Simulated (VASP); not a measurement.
**SnPbSe2: relaxation of cell and atoms with LDA**

SnPbSe2:

```xyz
16
Lattice="0.0000 6.0706 -6.0706 -6.0706 0.0000 -6.0706 -6.0706 6.0706 0.0000" Properties=species:S:1:pos:R:3 pbc="T T T"
Sn   -3.0353    3.0353   -6.0706
Sn   -3.0353    0.0000   -3.0353
Sn    0.0000    3.0353   -3.0353
Sn   -6.0706    3.0353   -3.0353
Pb    0.0000    0.0000    0.0000
Pb   -6.0706    6.0706   -6.0706
Pb   -3.0353    6.0706   -3.0353
Pb   -3.0353    3.0353    0.0000
Se   -6.0706    6.0706   -9.1060
Se   -6.0706    3.0353   -6.0706
Se   -3.0353    6.0706   -6.0706
Se   -3.0353    3.0353   -3.0353
Se   -9.1060    9.1060   -9.1060
Se   -9.1060    6.0706   -6.0706
Se   -6.0706    9.1060   -6.0706
Se   -6.0706    6.0706   -3.0353
```

```
Program                : VASP 6.6.1
Task                   : relaxation of cell and atoms
Functional             : LDA
Potentials or basis    : VASP PAW LDA potentials, release 64 (Sn_d, Pb_d, Se)
Cutoff                 : 600 eV
k mesh                 : 6 × 6 × 6
Occupations            : gaussian, width 0.03 eV
Spin                   : no spin polarisation
Further INCAR settings : ALGO = Normal; EDIFF = 1e-06; IBRION = 2; EDIFFG = -0.01; NSW = 90; ISIF = 3
```

```
Relaxed volume                        : 26.67 Å³/atom
Relaxed cell                          : a = 8.451 Å, b = 8.451 Å, c = 8.451 Å, α = 60.00°, β = 60.00°, γ = 60.00°
Space group after relaxing (to 0.1 Å) : Imma (No. 74)
Energy gained by relaxing             : 12.3 meV/atom
Ionic steps                           : 5
Pressure after relaxing               : 0.0 GPa
Largest force after relaxing          : 0.005 eV/Å
```

Forces in eV/Å, atoms in the order of the input:
```
Sn   0.000  0.000  0.000
Sn   0.000  0.000  0.000
Sn   0.000  0.000  0.000
Sn   0.000  0.000  0.000
Pb   0.000  0.000  0.000
Pb   0.000  0.000  0.000
Pb   0.000  0.000  0.000
Pb   0.000  0.000  0.000
Se   0.000  0.000  0.000
Se   0.000  0.000  0.000
Se   0.000 -0.004 -0.004
Se   0.000  0.004  0.004
Se   0.000 -0.004 -0.004
Se   0.000  0.004  0.004
Se   0.000  0.000  0.000
Se   0.000  0.000  0.000
```

The path:
```
step  energy change (eV)  largest force (eV/Å)  pressure (GPa)  volume (Å³)
   1              0.0000                0.2390           -2.44       447.44
   2             -0.1539                0.2262            0.98       420.44
   3             -0.1711                0.2299            0.08       426.64
   4             -0.1838                0.1649            0.07       426.68
   5             -0.1969                0.0054            0.03       426.78
```

Final structure:
```
Sn Pb Se
1.0
     0.00000    5.97585   -5.97585
    -5.97595    0.00022   -5.97563
    -5.97595    5.97563   -0.00022
Sn Pb Se
4 4 8
Cartesian
  -2.9880 2.9880 -5.9757
  -2.9880 0.0001 -2.9878
  0.0000 2.9879 -2.9879
  -5.9760 2.9879 -2.9879
  0.0000 0.0000 0.0000
  -5.9760 5.9759 -5.9759
  -2.9880 5.9757 -2.9880
  -2.9880 2.9878 -0.0001
  -5.9433 5.9760 -8.9637
  -5.9433 2.9880 -5.9757
  -2.9880 5.9431 -6.0086
  -2.9880 2.9553 -3.0205
  -8.9639 8.9964 -8.9312
  -8.9639 6.0086 -5.9431
  -6.0086 8.9637 -5.9760
  -6.0086 5.9757 -2.9880
```

Levels at points of the mesh, in eV from the Fermi level:
| k point | band 76 | band 77 | band 78 | band 79 | band 80 | band 81 | band 82 | band 83 | band 84 | band 85 |
| --- | --- | --- | --- | --- | --- | --- | --- | --- | --- | --- |
| (0.00, 0.00, 0.00) | -1.77 | -0.10 | -0.08 | -0.08 | -0.06 | -0.01 | 0.35 | 0.37 | 0.65 | 1.21 |
| (0.50, 0.00, 0.00) | -2.07 | -2.06 | -2.06 | -1.07 | -1.07 | 2.05 | 2.05 | 2.53 | 2.53 | 2.55 |
| (0.00, 0.50, 0.00) | -2.08 | -2.07 | -2.06 | -1.09 | -1.06 | 1.91 | 2.20 | 2.49 | 2.50 | 2.58 |
| (0.50, 0.50, 0.00) | -0.98 | -0.96 | -0.60 | -0.58 | -0.57 | 1.12 | 1.17 | 1.23 | 1.26 | 1.48 |
| (0.00, 0.50, 0.50) | -0.96 | -0.86 | -0.71 | -0.59 | -0.51 | 1.16 | 1.18 | 1.19 | 1.23 | 1.54 |

Wall time 56 min on 1 × NVIDIA H100 80GB with 1 thread of AMD EPYC 7R13 Processor (Zen 3), on a shared host, peak memory 2.8 GiB.

Caveat: spin-orbit coupling is left out, which moves the levels of the heavy elements.
